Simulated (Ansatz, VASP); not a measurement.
# Two plane-wave programs on Lu

INCAR

```
SYSTEM = Lu
PREC = Accurate ; ENCUT = 520
EDIFF = 1E-6 ; ISMEAR = -1
SIGMA = 0.1 ; LREAL = .FALSE.
LASPH = .TRUE. ; NELM = 60
ALGO = Normal ; ISIF = 2
LWAVE = .FALSE. ; LCHARG = .TRUE.
GGA = PE ; LELF = .TRUE.
LVHAR = .TRUE. ; NBANDS = 32
```

Contents of KPOINTS:

```
Automatic mesh
0
G
  17 17 10
  0 0 0
```

File POSCAR:

```
Lu
1.0
    3.6420993738      0.0000000000      0.0000000000
   -1.8210496869      3.1541505808      0.0000000000
    0.0000000000      0.0000000000      5.6881580314
Lu
2
Direct
    0.3333333333      0.6666666667      0.2500000000
    0.6666666667      0.3333333333      0.7500000000
```

Input for Ansatz:

```yaml
crystal:
  lattice:
    - [3.6420993738, 0.0, 0.0]
    - [-1.8210496869, 3.1541505808, 0.0]
    - [0.0, 0.0, 5.6881580314]
  atoms:
    - { symbol: Lu, position: [0.3333333333, 0.6666666667, 0.25] }
    - { symbol: Lu, position: [0.6666666667, 0.3333333333, 0.75] }
hamiltonian:
  xc: pbe
  pseudopotentials:
    kind: paw
    azcp:
      Lu: "pseudopotentials/Lu.paw.azcp"
basis:
  ecutwfc: 420
  fft_grid_basis: typed
kpoints:
  mp_grid: { grid: [17, 17, 10], shift: [0, 0, 0] }
magnetization:
  spin_polarized: false
scf:
  occupations: { method: fermi_dirac, width: 0.1 }
output:
  stress: true
```

Alike in both runs: task single point; functional PBE; k mesh 17 × 17 × 10; occupations fermi-dirac, width 0.1 eV; no spin polarisation.

|  | VASP | Ansatz |
| --- | --- | --- |
| version | VASP 6.6.1 | Ansatz 0.2.0 |
| potentials or method | VASP PAW PBE potentials, release 64 (Lu), cutoff 520 eV | plane waves (420 eV) with PAW, scalar-relativistic |
| valence electrons in the cell | 50 | 50 |

Ansatz gave:

| Property | Result |
| --- | --- |
| pressure (GPa) | -4.3 |
| traceless stress, the component that is largest in VASP (GPa) | 0.19 |

Estimate VASP's values.

pressure (GPa): -4.2; traceless stress, the component that is largest in VASP (GPa): 0.20.

Spin-orbit coupling is off throughout.
